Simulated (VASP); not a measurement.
A run of VASP 6.6.1:

Contents of INCAR:

```
SYSTEM = CoO
PREC = Accurate
ENCUT = 520
EDIFF = 1E-6
ISMEAR = 0
SIGMA = 0.02
LREAL = .False.
LASPH = .True.
NELM = 150
ALGO = Normal
ISIF = 2
LWAVE = .False.
LCHARG = .False.
ISPIN = 2
MAGMOM = 3 0
LORBIT = 11
LMAXMIX = 4
LDAU = .True.
LDAUTYPE = 2
LDAUL = 2 -1
LDAUU = 3.32 0
LDAUJ = 0 0
LDAUPRINT = 1
GGA = PE
NBANDS = 18
```

File KPOINTS:

```
Automatic mesh
0
Gamma
  12 12 12
  0 0 0
```

File POSCAR:

```
CoO
1.0
   -1.5080001529      1.5080001529      2.1072499549
    1.5080001529     -1.5080001529      2.1072499549
    1.5080001529      1.5080001529     -2.1072499549
Co O
1 1
Direct
    0.0000000000      0.0000000000      0.0000000000
    0.5000000000      0.5000000000      0.0000000000
```

Potentials or basis: VASP PAW PBE potentials, release 64 (Co, O).

The run is started by

```bash
$ cat potpaw_PBE.64/Co/POTCAR potpaw_PBE.64/O/POTCAR > POTCAR
$ mpirun -np 1 vasp_std > vasp.out
```

Hardware: 1 thread of Intel(R) Xeon(R) 6975P-C (Granite Rapids), with other jobs on the host.

Problem. How long does it take, and how much memory?

Solution. Wall time 50 s on 1 thread of Intel(R) Xeon(R) 6975P-C (Granite Rapids), on a shared host, peak memory 0.21 GiB. Counts: scf iterations 16, k points 163.
